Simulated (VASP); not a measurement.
Set up this calculation in VASP 6.6.1, as the native input.

```yaml
Task: single point
Functional: PBE
Potentials_or_basis: VASP PAW PBE potentials, release 64 (Si, Ti_sv)
Cutoff: 520 eV
k_mesh: 1 × 1 × 1, shifted
Occupations: fermi-dirac, width 0.2163 eV
Spin: no spin polarisation
Dipole_correction: no
Further_INCAR_settings: LREAL = Auto; ALGO = Normal; EDIFF = 1e-06; NBANDS = 82; ISYM = 0
```

The structure of TiSi5 lies in POSCAR:

```
TiSi5
1.0
    7.3792880000     -0.0073480000     -0.0270630000
   -0.0073480000      7.1740870000     -0.0200730000
   -0.0270630000     -0.0200730000      7.3139990000
Si Ti
20 4
Direct
    0.1231863053      0.5962001075      0.1917136324
    0.6082910899      0.7670454435      1.1656464658
    0.3076639458      0.7626411591      0.3753455265
    0.0087686635      0.4240780454      0.4477836031
    0.0338355927      1.0223161981      0.2875366329
    0.3715226454      0.7148324919      0.7501389254
    0.4382277508      0.4271874265      1.0053138770
    1.0854517410      0.2392810247      0.0862347217
    0.6694767405      0.4018213407      0.8010233265
    0.4886576815      0.0299128731      0.8085934909
    0.0843009435      0.8509537388      0.7096453843
    0.2056776208      0.1347041157      0.7802384399
    0.3775559722      0.1430093001      0.2605927924
    0.7370159025      0.7691429733      0.5928368145
    0.5976644154      0.5001678265      0.4374465270
    0.7974523661      0.1273216952      0.9368922776
    0.9427110711      0.8156670379     -0.0023288937
    0.6020319998      0.0459110214      0.4880152929
    0.3155604424     -0.1084355007      1.0483009892
    0.7231795883      0.2527721274      0.2765062320
    0.3430502928      0.3441142558      0.5379801632
    0.7925293288      0.4552560660      0.0806615610
    0.0691232643      0.5089869323      0.7902464271
    0.8958539526      0.1619926220      0.5844880719
```

These files were run (other wordings do the same):

INCAR

```
PREC = Accurate
ENCUT = 520
EDIFF = 1E-6
ISMEAR = -1
SIGMA = 0.2163
LREAL = Auto
LASPH = True
NELM = 100
ALGO = Normal
ISIF = 2
LWAVE = False
LCHARG = True
GGA = PE
LELF = True
LVHAR = True
NBANDS = 82
ISYM = 0
```

KPOINTS

```
Automatic mesh
0
Gamma
  1 1 1
  0.25 0.25 0.25
```

Potentials or basis: VASP PAW PBE potentials, release 64 (Si, Ti_sv).

Run with:

```sh
$ cat potpaw_PBE.64/Si/POTCAR potpaw_PBE.64/Ti_sv/POTCAR > POTCAR
$ mpirun -np 1 vasp_std > vasp.out
```

It gave:

```json
{
  "Pressure": "5.2 GPa",
  "Largest force": "5.269 eV/Å",
  "Band gap on the k mesh": "0.09 eV"
}
```

Caveat: the k points lie up to 0.88 Å⁻¹ apart.

It took 47 s on 1 thread of Intel(R) Xeon(R) 6975P-C (Granite Rapids), with other jobs on the host, peak memory 0.37 GiB.
